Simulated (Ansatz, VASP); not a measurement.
# One calculation of CuI, two programs

INCAR

```
PREC     = Accurate       # precision mode
ENCUT    = 520            # plane-wave cutoff, eV
EDIFF    = 1E-8           # SCF threshold, eV
ISMEAR   = -1             # smearing method
SIGMA    = 0.03           # smearing width, eV
LREAL    = False          # projectors in reciprocal space
LASPH    = True           # aspherical terms in the spheres
NELM     = 100            # most SCF steps
ALGO     = Normal         # electronic algorithm
ISIF     = 2              # what is computed and relaxed
LWAVE    = False          # write WAVECAR
LCHARG   = False          # write CHGCAR
GGA      = CA             # functional
LEFG     = True         
NBANDS   = 16             # bands
```

The input KPOINTS:

```
regular mesh
0
Gamma
  9 9 9
```

POSCAR

```
CuI
1.0
    0.0000000000      2.9905287613      2.9905287613
    2.9905287613      0.0000000000      2.9905287613
    2.9905287613      2.9905287613      0.0000000000
Cu I
1 1
Direct
    0.7500000000      0.7500000000      0.7500000000
    0.0000000000      0.0000000000      0.0000000000
```

Input for Ansatz:

```yaml
crystal:
  lattice:
    - [0.0, 2.9905287613, 2.9905287613]
    - [2.9905287613, 0.0, 2.9905287613]
    - [2.9905287613, 2.9905287613, 0.0]
  atoms:
    - { symbol: Cu, position: [0.75, 0.75, 0.75] }
    - { symbol: I, position: [0.0, 0.0, 0.0] }
kpoints:
  mp_grid: { grid: [9, 9, 9] }
scf:
  occupations: { method: fermi_dirac, width: 0.03 }
hamiltonian:
  xc: lda
  pseudopotentials: { kind: paw }
output:
  forces: true
  stress: true
  eigenvalues: true
  efg: { contact_densities: true }
```

Change from the starting cell: functional lda, volume scaled by 0.96, PAW files.

Alike in both runs: task electric field gradients; functional LDA; k mesh 9 × 9 × 9; occupations fermi-dirac, width 0.03 eV; no spin polarisation.

|  | VASP | Ansatz |
| --- | --- | --- |
| version | VASP 6.6.1 | Ansatz 0.2.0 |
| potentials or method | VASP PAW LDA potentials, release 64 (Cu, I) | PAW with Ansatz's default frozen-core files, scalar-relativistic |
| plane-wave cutoff (eV) | 520 | 420 |
| valence electrons in the cell | 18 | 36 |

Ansatz gave:

```
pressure (GPa) : -2.9
```

Estimate VASP's values.

pressure (GPa): -2.8.

LDA's correlation is that of Perdew and Zunger in VASP and of Perdew and Wang (1992) in Ansatz. VASP's potentials hold 18 valence electrons a cell and Ansatz's 36, so a difference there can come from the potentials and not from the codes.

Spin-orbit coupling is off throughout.
